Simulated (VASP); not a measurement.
# Sn4ClO7 (a cell with a defect) in VASP: single point with PBEsol

Aim: the single point of Sn4ClO7 (a cell with a defect) with PBEsol.

All numbers are computed with VASP 6.6.1; they aren't measurements. Logs are shortened: lines on timing, memory, paths and dates and some standing lists are left out, and cuts for length are marked.

## (1) The cell of the first run

The cell holds a defect, 12 atoms: a = 4.769 Å, b = 4.769 Å, c = 6.424 Å, α = 90.00°, β = 90.00°, γ = 90.00°.

## (2) Single point, PBEsol, collinear spin, ferromagnetic start

Contents of INCAR:

```
PREC     = Accurate       # precision mode
ENCUT    = 520            # plane-wave cutoff, eV
EDIFF    = 1E-6           # SCF threshold, eV
ISMEAR   = -1             # smearing method
SIGMA    = 0.05           # smearing width, eV
LREAL    = False          # projectors in reciprocal space
LASPH    = True           # aspherical terms in the spheres
NELM     = 200            # most SCF steps
ALGO     = Normal         # electronic algorithm
ISIF     = 2              # what is computed and relaxed
LWAVE    = False          # write WAVECAR
LCHARG   = False          # write CHGCAR
ISPIN    = 2              # spin polarisation
MAGMOM   = 0.167 0.167 0.167 0.167 0.167 0.167 0.167 0.167 0.167 0.167 0.167 0.167 # initial moments
LORBIT   = 11             # projections on sites
GGA      = PS             # functional
NELECT   = 104.0        
NBANDS   = 68             # bands
GGA_COMPAT= False
```

Contents of KPOINTS:

```
Automatic mesh
0
Gamma
  2 2 2
  0.5 0.5 0.5
```

Contents of POSCAR:

```
Sn4ClO7
1.0
    4.7690460000      0.0000000000      0.0000000000
    0.0000000000      4.7690460000      0.0000000000
    0.0000000000      0.0000000000      6.4242020000
Sn O Cl
4 7 1
Direct
    0.0071150000      0.9752800000      0.9972540000
    0.0028070000      0.0038520000      0.4848320000
    0.5018340000      0.4943570000      0.2466220000
    0.5080460000      0.5145170000      0.7469300000
    0.3133430000      0.3207070000      0.9920930000
    0.7061090000      0.7135960000      0.9963390000
    0.6876310000      0.6847310000      0.4984820000
    0.1974930000      0.8408830000      0.2332660000
    0.1743190000      0.8321230000      0.7551090000
    0.8016320000      0.2144810000      0.2428980000
    0.8013000000      0.1965930000      0.7497710000
    0.3080110000      0.3116230000      0.4773980000
```

Potentials or basis: VASP PAW PBE potentials, release 64 (Sn_d, O, Cl).

Run with:

```sh
$ cat potpaw_PBE.64/Sn_d/POTCAR potpaw_PBE.64/O/POTCAR potpaw_PBE.64/Cl/POTCAR > POTCAR
$ mpirun -np 1 vasp_std > vasp.out
```

OUTCAR:

```text
PREC = Accurate
   ENCUT = 520
   EDIFF = 1E-6
   ISMEAR = -1
   LREAL = False
   LASPH = True
   NELM = 200
   ISIF = 2
   ISPIN = 2
   LORBIT = 11
   GGA = PS
   NELECT = 104.0

 ion  position               nearest neighbor table
   1  0.007  0.975  0.997-   9 1.88   8 1.88   6 1.90  11 2.15  10 2.18   5 2.20   2 3.14   2 3.29
                             4 3.62   4 3.62   3 3.66   3 3.69
   2  0.003  0.004  0.485-   8 2.02  12 2.07  10 2.08   9 2.09   7 2.14  11 2.16   1 3.14   1 3.29
                             3 3.67   3 3.68   4 3.72   3 3.73   3 3.74   4 3.75
   3  0.502  0.494  0.247-  12 1.95  10 1.96   5 2.04   7 2.06   6 2.15   8 2.20   4 3.21   4 3.22
                             1 3.66   2 3.67   2 3.68   1 3.69   2 3.73   2 3.74
   4  0.508  0.515  0.747-   7 1.98   5 2.05  11 2.06   6 2.09   9 2.20  12 2.20   3 3.21   3 3.22
                             1 3.62   1 3.62   2 3.72   2 3.75
   5  0.313  0.321  0.992-   3 2.04   4 2.05   1 2.20
   6  0.706  0.714  0.996-   1 1.90   4 2.09   3 2.15
   7  0.688  0.685  0.498-   4 1.98   3 2.06   2 2.14
   8  0.197  0.841  0.233-   1 1.88   2 2.02   3 2.20
   9  0.174  0.832  0.755-   1 1.88   2 2.09   4 2.20
  10  0.802  0.214  0.243-   3 1.96   2 2.08   1 2.18
  11  0.801  0.197  0.750-   4 2.06   1 2.15   2 2.16
  12  0.308  0.312  0.477-   3 1.95   2 2.07   4 2.20

  LATTYP: Found a simple tetragonal cell.
 ALAT       =     4.7690460000
 C/A-ratio  =     1.3470622846

  Lattice vectors:

 A1 = (   4.7690460000,   0.0000000000,   0.0000000000)
 A2 = (   0.0000000000,   4.7690460000,   0.0000000000)
 A3 = (   0.0000000000,   0.0000000000,   6.4242020000)

Analysis of symmetry for initial positions (statically):
=====================================================================
 Subroutine PRICEL returns:
 Original cell was already a primitive cell.

 Routine SETGRP: Setting up the symmetry group for a
 simple tetragonal supercell.

 Subroutine GETGRP returns: Found  1 space group operations
 (whereof  1 operations were pure point group operations)
 out of a pool of 16 trial point group operations.

The static configuration has the point symmetry C_1 .

Analysis of symmetry for dynamics (positions and initial velocities):
=====================================================================
 Subroutine PRICEL returns:
 Original cell was already a primitive cell.

 Routine SETGRP: Setting up the symmetry group for a
 simple tetragonal supercell.

 Subroutine GETGRP returns: Found  1 space group operations
 (whereof  1 operations were pure point group operations)
 out of a pool of 16 trial point group operations.

The dynamic configuration has the point symmetry C_1 .

Analysis of structural, dynamic, and magnetic symmetry:
=====================================================================
 Subroutine PRICEL returns:
 Original cell was already a primitive cell.

 Routine SETGRP: Setting up the symmetry group for a
 simple tetragonal supercell.

 Subroutine GETGRP returns: Found  1 space group operations
 (whereof  1 operations were pure point group operations)
 out of a pool of 16 trial point group operations.

The overall configuration has the point symmetry C_1 .

 Subroutine INISYM returns: Found  1 space group operations
 (whereof  1 operations are pure point group operations),
 and found     1 'primitive' translations

----------------------------------------------------------------------------------------

                                     Primitive cell

  volume of cell :     146.1108

  direct lattice vectors                    reciprocal lattice vectors
     4.769046000  0.000000000  0.000000000     0.209685543  0.000000000  0.000000000
     0.000000000  4.769046000  0.000000000     0.000000000  0.209685543  0.000000000
     0.000000000  0.000000000  6.424202000     0.000000000  0.000000000  0.155661357

  length of vectors
     4.769046000  4.769046000  6.424202000     0.209685543  0.209685543  0.155661357

  position of ions in fractional coordinates (direct lattice)
     0.007115000  0.975280000  0.997254000
     0.002807000  0.003852000  0.484832000
     0.501834000  0.494357000  0.246622000
     0.508046000  0.514517000  0.746930000
     0.313343000  0.320707000  0.992093000
[... 72 lines left out ...]
   NELM   =    200;   NELMIN=  2; NELMDL= -5     # of ELM steps
   EDIFF  = 0.1E-05   stopping-criterion for ELM
   LREAL  =      F    real-space projection
   EDIFFG = 0.1E-04   stopping-criterion for IOM
   NSW    =      0    number of steps for IOM
   IBRION =     -1    ionic relax: 0-MD 1-quasi-New 2-CG
   NFREE  =      0    steps in history (QN), initial steepest desc. (CG)
   ISIF   =      2    stress and relaxation
   ISYM   =      2    0-nonsym 1-usesym 2-fastsym
   POTIM  = 0.5000    time-step for ionic-motion
   TEBEG  =    0.0;   TEEND  =   0.0 temperature during run
   PSTRESS=    0.0 pullay stress
   NELECT =     104.0000    total number of electrons
   NUPDOWN=      -1.0000    fix difference up-down
   EMIN   =  10.00;   EMAX   =-10.00  energy-range for DOS
   EFERMI =   0.00;   METHOD = LEGACY
   ISMEAR =    -1;   SIGMA  =   0.05  broadening in eV -4-tet -1-fermi 0-gaus
   EFERMI_NEDOS =   21; number of points for ismear=-14 and -15
   IALGO  =     38    algorithm
   IMIX   =      4    mixing-type and parameters
     AMIX     =   0.40;   BMIX     =  1.00
     AMIX_MAG =   1.60;   BMIX_MAG =  1.00
  volume/ion in A,a.u.               =      12.18        82.17
  Fermi-wavevector in a.u.,A,eV,Ry     =   1.461701  2.762214 29.069797  2.136570
  Thomas-Fermi vector in A             =   2.578001
   LORBIT       =     11    0 simple, 1 ext, 2 COOP (PROOUT), +10 PAW based schemes
   GGA     = PS    functional components
   LHFCALC =     F    Hartree Fock is set to
   AEXX    =    0.0000 exact exchange contribution
   IVDW    =     0    specifies the selected vdW correction
   LEPSILON=     F    determine dielectric tensor
   LRPA    =     F    only Hartree local field effects (RPA)
 spin polarized calculation
  energy-cutoff  :      520.00
  volume of cell :      146.11
 maximum number of plane-waves:      3933
   NGX = 17   NGY = 17   NGZ = 23

 number of electron     103.9999999 magnetization       0.0005078

 number of electron     103.9999999 magnetization      -0.0000859

 Free energy of the ion-electron system (eV)
  ---------------------------------------------------
  ext. energy  EPLUGINS =         0.00000000
  ---------------------------------------------------
  free energy    TOTEN  =       -75.26054071 eV

  energy without entropy =      -75.26054071  energy(sigma->0) =      -75.26054071

 E-fermi :   7.7986     XC(G=0): -11.5334

 val. band max:        6.5907814499   @ k =   0.2500  -0.2500   0.2500
 cond. band min:      10.0555285661   @ k =  -0.2500   0.2500   0.2500
 fundamental gap:      3.4647471162
 Fermi energy:         7.7986265329

 spin component 1

 k-point     1 :       0.2500    0.2500    0.2500
  band No.  band energies     occupation
      1     -15.5646      1.00000
      2     -14.6151      1.00000
      3     -14.2672      1.00000
      4     -14.2143      1.00000
      5     -14.0416      1.00000
      6     -13.8883      1.00000
[... 257 lines left out ...]
     63      16.3407      0.00000
     64      16.7963      0.00000
 Fermi energy:         7.7986265329

 spin component 2

 k-point     1 :       0.2500    0.2500    0.2500
  band No.  band energies     occupation
      1     -15.5645      1.00000
      2     -14.6150      1.00000
      3     -14.2671      1.00000
      4     -14.2143      1.00000
      5     -14.0415      1.00000
      6     -13.8882      1.00000
[... 257 lines left out ...]
     63      16.3407      0.00000
     64      16.7963      0.00000
 [bands above 64 left out]

------------------------ aborting loop because EDIFF is reached ----------------------------------------

  FORCE on cell =-STRESS in cart. coord.  units (eV):
  Direction    XX          YY          ZZ          XY          YZ          ZX
  --------------------------------------------------------------------------------------
  -------------------------------------------------------------------------------------
  Total       10.8315801      8.3963446     17.7678920     18.3867094     -4.1621056     -5.3375421
  in kB      118.7736729     92.0701019    194.8337889    201.6194303    -45.6395619    -58.5288090
  external PRESSURE =     135.2258546 kB  Pullay stress =       0.0000000 kB

 VOLUME and BASIS-vectors are now :
 -----------------------------------------------------------------------------
  energy-cutoff  :      520.00
  volume of cell :      146.11
      direct lattice vectors                 reciprocal lattice vectors
     4.769046000  0.000000000  0.000000000     0.209685543  0.000000000  0.000000000
     0.000000000  4.769046000  0.000000000     0.000000000  0.209685543  0.000000000
     0.000000000  0.000000000  6.424202000     0.000000000  0.000000000  0.155661357

 POSITION                                       TOTAL-FORCE (eV/Angst)
 -----------------------------------------------------------------------------------
      0.03393      4.65116      6.40656        -1.595299      5.022005     -0.755475
      0.01339      0.01837      3.11466        -8.196916     -5.910225      1.949958
      2.39327      2.35761      1.58435         6.089015      7.445152    -12.285856
      2.42289      2.45376      4.79843         2.560368      2.445831      6.619255
      1.49435      1.52947      6.37341        -0.697413     -0.178129     -0.032697
      3.36747      3.40317      6.40068        -2.510715     -2.064498      0.433218
      3.27934      3.26551      3.20235         0.827742      1.321429     -0.798712
      0.94185      4.01021      1.49855         2.217116     -2.144783      2.985826
      0.83134      3.96843      4.85097         2.847577     -2.334157     -3.786660
      3.82302      1.02287      1.56043         1.495979     -1.423911      0.313815
      3.82144      0.93756      4.81668         0.152585      0.138143     -1.080724
      1.46892      1.48614      3.06690        -3.190038     -2.316856      6.438053
 -----------------------------------------------------------------------------------
    total drift:                               -0.000281      0.000610      0.001871

  FREE ENERGIE OF THE ION-ELECTRON SYSTEM (eV)
  ---------------------------------------------------
  free  energy   TOTEN  =       -75.2605407127 eV

  energy  without entropy=      -75.2605407127  energy(sigma->0) =      -75.26054071

 total charge

# of ion       s       p       d       tot
------------------------------------------
    1        0.891   1.230  10.475  12.596
    2        0.920   1.180  10.402  12.502
    3        0.936   1.315  10.491  12.742
    4        0.907   1.128  10.375  12.410
    5        1.556   3.441   0.000   4.997
    6        1.555   3.492   0.000   5.047
    7        1.559   3.473   0.000   5.033
    8        1.559   3.512   0.000   5.071
    9        1.558   3.493   0.000   5.051
   10        1.557   3.477   0.000   5.034
   11        1.557   3.425   0.000   4.982
   12        1.623   3.811   0.000   5.434
--------------------------------------------------
tot         16.178  32.977  41.743  90.899

 magnetization (x)

# of ion       s       p       d       tot
------------------------------------------
    1        0.000  -0.000   0.000   0.000
    2       -0.000   0.000   0.000   0.000
    3       -0.000   0.000   0.000   0.000
    4        0.000   0.000   0.000   0.000
    5       -0.000   0.000   0.000   0.000
    6        0.000   0.000   0.000   0.000
    7        0.000  -0.000   0.000   0.000
    8        0.000  -0.000   0.000   0.000
    9        0.000   0.000   0.000   0.000
   10        0.000   0.000   0.000   0.000
   11       -0.000   0.000   0.000   0.000
   12       -0.000  -0.000   0.000  -0.000
--------------------------------------------------
tot          0.000   0.000   0.000   0.000
```

Wall time 50 s (1 thread of Intel Xeon 6975P-C (Granite Rapids), shared host); peak memory 0.29 GiB.

What came out:

```
Free energy                                           : -75.2605 eV
Largest force                                         : 15.603 eV/Å
Net moment                                            : 0.00 μB per cell
Valence electrons inside the program's atomic spheres : Sn 12.60, 12.50, 12.74, 12.41; O 5.00, 5.05, 5.03, 5.07, 4.98 (each value once); Cl 5.43
```

Forces on the atoms (eV/Å):
```
Sn   -1.595   5.022  -0.755
Sn   -8.197  -5.910   1.950
Sn    6.089   7.445 -12.286
Sn    2.560   2.446   6.619
O    -0.697  -0.178  -0.033
O    -2.511  -2.064   0.433
O     0.828   1.321  -0.799
O     2.217  -2.145   2.986
O     2.848  -2.334  -3.787
O     1.496  -1.424   0.314
O     0.153   0.138  -1.081
Cl   -3.190  -2.317   6.438
```

Caveat: the k points lie up to 0.66 Å⁻¹ apart; the cell carries a net charge on a neutralising background, which shifts energy and pressure; the cell is charged against a uniform background, so pressure and absolute levels hang on convention; the PAW data sets were made with another functional, which shifts forces and pressure a little; spin-orbit coupling is left out, which moves the levels of the heavy elements.
